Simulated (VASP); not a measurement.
# Ta (I4/mmm) in VASP: a series of runs, part 2 of 2

VASP 6.6.1.

### 3 Single point, PBE (strain -0.040 along x and y, +0.000 along z)

INCAR

```
SYSTEM = Ta
PREC     = Accurate       ! precision mode
ENCUT    = 520            ! plane-wave cutoff, eV
EDIFF    = 1E-7           ! SCF threshold, eV
ISMEAR   = 0              ! smearing method
SIGMA    = 0.15           ! smearing width, eV
LREAL    = .False.        ! projectors in reciprocal space
LASPH    = .True.         ! aspherical terms in the spheres
NELM     = 60             ! most SCF steps
ALGO     = Normal         ! electronic algorithm
ISIF     = 2              ! what is computed and relaxed
LWAVE    = .False.        ! write WAVECAR
LCHARG   = .True.         ! write CHGCAR
GGA      = PE             ! functional
LELF     = .True.         ! ELF
LVHAR    = .True.       
NBANDS   = 12             ! bands
```

KPOINTS

```
regular mesh
0
Gamma
  20 20 20
  0 0 0
```

POSCAR

```
Ta
1.0
   -1.5852288000      1.5852288000      1.6512800000
    1.5852288000     -1.5852288000      1.6512800000
    1.5852288000      1.5852288000     -1.6512800000
Ta
1
Direct
    0.0000000000      0.0000000000      0.0000000000
```

Potentials or basis: VASP PAW PBE potentials, release 64 (Ta_pv).

Run with:

```
$ cat potpaw_PBE.64/Ta_pv/POTCAR > POTCAR
$ mpirun -np 1 vasp_std > vasp.out
```

OUTCAR:

```text
SYSTEM = Ta
   PREC = Accurate
   ENCUT = 520
   EDIFF = 1E-7
   ISMEAR = 0
   LREAL = .False.
   LASPH = .True.
   NELM = 60
   ISIF = 2
   GGA = PE

 ion  position               nearest neighbor table
   1  0.000  0.000  0.000-

  LATTYP: Found a body centered tetragonal cell.
 ALAT       =     3.1704576000
 C/A-ratio  =     1.0416666667

  Lattice vectors:

 A1 = (  -1.5852288000,   1.5852288000,   1.6512800000)
 A2 = (   1.5852288000,  -1.5852288000,   1.6512800000)
 A3 = (   1.5852288000,   1.5852288000,  -1.6512800000)

Analysis of symmetry for initial positions (statically):
=====================================================================
 Subroutine PRICEL returns:
 Original cell was already a primitive cell.

 Routine SETGRP: Setting up the symmetry group for a
 body centered tetragonal supercell.

 Subroutine GETGRP returns: Found 16 space group operations
 (whereof 16 operations were pure point group operations)
 out of a pool of 16 trial point group operations.

The static configuration has the point symmetry D_4h.

Analysis of symmetry for dynamics (positions and initial velocities):
[... 171 lines left out ...]
      5       6.7296      0.00000
      6       6.7296      0.00000
      7       7.2858      0.00000
      8      10.0608      0.00000
      9      10.8369      0.00000
     10      21.0745      0.00000
     11      21.1480      0.00000
     12      21.8476      0.00000
[... 331 lines left out ...]
 k-point    24 :      -0.3500    0.0500    0.0000
  band No.  band energies     occupation
      1     -27.7196      2.00000
      2     -26.9173      2.00000
      3     -26.5924      2.00000
      4       1.2572      2.00000
      5       5.1151      2.00000
      6       6.0504      1.73170
      7       9.7884      0.00000
      8      11.1654      0.00000
      9      11.7041      0.00000
     10      20.6809      0.00000
     11      21.1251      0.00000
     12      21.9559      0.00000

 [... further k-points ...]

------------------------ aborting loop because EDIFF is reached ----------------------------------------

  FORCE on cell =-STRESS in cart. coord.  units (eV):
  Direction    XX          YY          ZZ          XY          YZ          ZX
  --------------------------------------------------------------------------------------
  -------------------------------------------------------------------------------------
  Total        2.6062364      2.6062364      2.0073436      0.0000000     -0.0000000      0.0000000
  in kB      251.5705309    251.5705309    193.7615843      0.0000000     -0.0000000      0.0000000
  external PRESSURE =     232.3008820 kB  Pullay stress =       0.0000000 kB

 VOLUME and BASIS-vectors are now :
 -----------------------------------------------------------------------------
  energy-cutoff  :      520.00
  volume of cell :       16.60
      direct lattice vectors                 reciprocal lattice vectors
    -1.585228800  1.585228800  1.651280000     0.000000000  0.315411882  0.302795407
     1.585228800 -1.585228800  1.651280000     0.315411882  0.000000000  0.302795407
     1.585228800  1.585228800 -1.651280000     0.315411882  0.315411882  0.000000000

 POSITION                                       TOTAL-FORCE (eV/Angst)
 -----------------------------------------------------------------------------------
      0.00000      0.00000      0.00000         0.000000     -0.000000      0.000000
 -----------------------------------------------------------------------------------
    total drift:                                0.000000      0.000000     -0.000000

  FREE ENERGIE OF THE ION-ELECTRON SYSTEM (eV)
  ---------------------------------------------------
  free  energy   TOTEN  =       -11.6977177699 eV

  energy  without entropy=      -11.6838806189  energy(sigma->0) =      -11.69079919
```

stdout:

```text
POSCAR found type information on POSCAR Ta
 POSCAR found :  1 types and       1 ions
 scaLAPACK will be used
 LDA part: xc-table for (Slater+PW92), standard interpolation
 POSCAR, INCAR and KPOINTS ok, starting setup
 FFT: planning ... GRIDC
 FFT: planning ... GRID_SOFT
 FFT: planning ... GRID
 WAVECAR not read
 entering main loop
```

It took 55 s on 1 thread of Intel Xeon 6975P-C (Granite Rapids), shared host; peak memory 0.25 GiB.

What came out:

```
Free energy            : -11.6977 eV
Pressure               : 23.2 GPa
Band gap on the k mesh : zero (an odd number of electrons rules out a gap without spin polarisation)
```

Stress tensor (GPa, compression positive):
```
25.16  0.00  0.00
 0.00 25.16  0.00
 0.00  0.00 19.38
```

Caveat: the cell differs from its parent crystal (strain -0.040 along x and y, +0.000 along z); the cell stands under pressure; spin-orbit coupling is left out, which moves the levels of the heavy elements.

### 4 Single point, PBE (strain +0.000 along x and y, -0.040 along z)

INCAR

```
SYSTEM = Ta
PREC = Accurate
ENCUT = 520
EDIFF = 1E-6
ISMEAR = 0
SIGMA = 0.15
LREAL = .FALSE.
LASPH = .TRUE.
NELM = 80
ALGO = Normal
ISIF = 2
LWAVE = .FALSE.
LCHARG = .FALSE.
GGA = PE
NBANDS = 12
```

KPOINTS

```
Automatic mesh
0
G
  20 20 20
  0 0 0
```

POSCAR

```
Ta
1.0
   -1.6512800000      1.6512800000      1.5852288000
    1.6512800000     -1.6512800000      1.5852288000
    1.6512800000      1.6512800000     -1.5852288000
Ta
1
Direct
    0.0000000000      0.0000000000      0.0000000000
```

Run with:

```
$ cat potpaw_PBE.64/Ta_pv/POTCAR > POTCAR
$ mpirun -np 1 vasp_std > vasp.out
```

Wall time 40 s (1 thread of Intel Xeon 6975P-C (Granite Rapids), shared host); peak memory 0.24 GiB.

Results (log left out):

```yaml
Free_energy: -11.7745 eV
Pressure: 12.6 GPa
Band_gap_on_the_k_mesh: zero (an odd number of electrons rules out a gap without spin polarisation)
```

Stress tensor (GPa, compression positive):
```
10.86  0.00  0.00
 0.00 10.86  0.00
 0.00  0.00 16.14
```

Levels at points of the mesh, in eV from the Fermi level:
| k point | band 2 | band 3 | band 4 | band 5 | band 6 | band 7 | band 8 | band 9 |
| --- | --- | --- | --- | --- | --- | --- | --- | --- |
| (0.00, 0.00, 0.00) | -32.91 | -32.90 | -8.07 | 0.38 | 0.94 | 0.94 | 3.75 | 4.53 |
| (0.50, 0.00, 0.00) | -33.35 | -32.93 | -4.56 | -1.84 | 1.90 | 4.17 | 5.42 | 8.22 |
| (0.50, 0.50, 0.00) | -33.30 | -32.89 | -4.57 | -1.27 | 1.58 | 3.57 | 4.89 | 8.12 |
| (0.50, 0.50, 0.50) | -33.87 | -33.75 | -4.11 | -3.99 | 7.13 | 7.13 | 7.30 | 8.69 |

Caveat: the cell differs from its parent crystal (strain +0.000 along x and y, -0.040 along z); the cell stands under pressure; spin-orbit coupling is left out, which moves the levels of the heavy elements.

### 5 Summary

```tsv
cell	gap on the mesh (eV)	pressure (GPa)
a = 2.708 Å, angles 108.3, 108.3, 111.8°, 1 atom	none	49.8
a = 2.784 Å, angles 110.6, 110.6, 107.3°, 1 atom	none	23.2
a = 2.822 Å, angles 108.4, 108.4, 111.7°, 1 atom	none	12.6
```

Alike in all rows: task single point; level PBE; potentials or basis VASP PAW PBE potentials, release 64 (Ta_pv); no spin polarisation; k mesh 20 × 20 × 20; cutoff (eV) 520; smearing gaussian 0.15 eV.

Caveats: the cell stands under pressure; spin-orbit coupling is left out, which moves the levels of the heavy elements.

Absolute energies hang on the potentials; compare differences alone.
